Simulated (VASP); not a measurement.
Crystal: NaSnI3.

```
Na Sn I
1.0
     5.63995    0.00000    0.00000
     0.00000    5.63995    0.00000
     0.00000    0.00000    5.63995
Na Sn I
1 1 3
Direct
  0.00000 0.00000 0.00000
  0.50000 0.50000 0.50000
  0.50000 0.50000 0.00000
  0.50000 0.00000 0.50000
  0.00000 0.50000 0.50000
```

```yaml
Program: VASP 6.6.1
Task: relaxation of cell and atoms
Functional: PBEsol
Potentials_or_basis: VASP PAW PBE potentials, release 64 (Na_pv, Sn_d, I)
Cutoff: 600 eV
k_mesh: 4 × 4 × 4
Occupations: fermi-dirac, width 0.03 eV
Spin: no spin polarisation
```

At the start: pressure 7.3 GPa; volume 35.88 Å³/atom.

How do energy, volume and symmetry change on relaxing?

Over 3 steps the energy falls by 180.0 meV/atom and the volume is 45.67 Å³/atom (+27.3 %); space group Pm-3m (No. 221, to 0.1 Å) before and after.

The path:
```csv
step,energy change (eV),largest force (eV/Å),pressure (GPa),volume (Å³)
1,0.0000,0.0000,7.31,179.40
2,-0.8979,0.0000,0.22,225.34
3,-0.8998,0.0000,0.00,228.36
```

Final structure:
```cif
data_structure
_symmetry_space_group_name_H-M 'P 1'
_symmetry_Int_Tables_number 1
_cell_length_a 6.1123
_cell_length_b 6.1123
_cell_length_c 6.1123
_cell_angle_alpha 90.000
_cell_angle_beta 90.000
_cell_angle_gamma 90.000
_cell_volume 228.36
loop_
_atom_site_label
_atom_site_type_symbol
_atom_site_fract_x
_atom_site_fract_y
_atom_site_fract_z
_atom_site_occupancy
Na1 Na 0.00000 0.00000 0.00000 1
Sn1 Sn 0.50000 0.50000 0.50000 1
I1 I 0.50000 0.50000 0.00000 1
I2 I 0.50000 0.00000 0.50000 1
I3 I 0.00000 0.50000 0.50000 1
```

Caveat: the volume moved by over 15 % at a fixed basis, so the end points are rough; the PAW data sets were made with another functional, which shifts forces and pressure a little.
